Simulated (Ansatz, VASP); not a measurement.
## Two plane-wave programs on Ru

```xyz
3
Lattice="4.2901 0.0000 0.0000 -2.1451 3.7153 0.0000 0.0000 0.0000 2.6978" Properties=species:S:1:pos:R:3 pbc="T T T"
Ru    4.2901    0.0000    0.0000
Ru    0.0000    2.4769    1.3489
Ru    2.1451    1.2384    1.3489
```

Alike in both runs: functional RPBE; k mesh 9 × 9 × 12; occupations fermi-dirac, width 0.1 eV; no spin polarisation.

Ansatz relaxed the structure, and its values are those at the end. VASP's run is a single point on that final structure, the one shown.

```csv
,VASP,Ansatz
version,VASP 6.6.1,Ansatz 0.2.0
potentials or method,"VASP PAW PBE potentials, release 64 (Ru_pv), cutoff 520 eV","plane waves (420 eV) with PAW, scalar-relativistic"
valence electrons in the cell,42,48
```

```csv
,VASP,Ansatz,Ansatz less VASP
pressure (GPa),0.0,0.0,0.00
```

VASP's potentials were made for PBE, not for RPBE. VASP's potentials hold 42 valence electrons a cell and Ansatz's 48, so a difference there can come from the potentials and not from the codes.
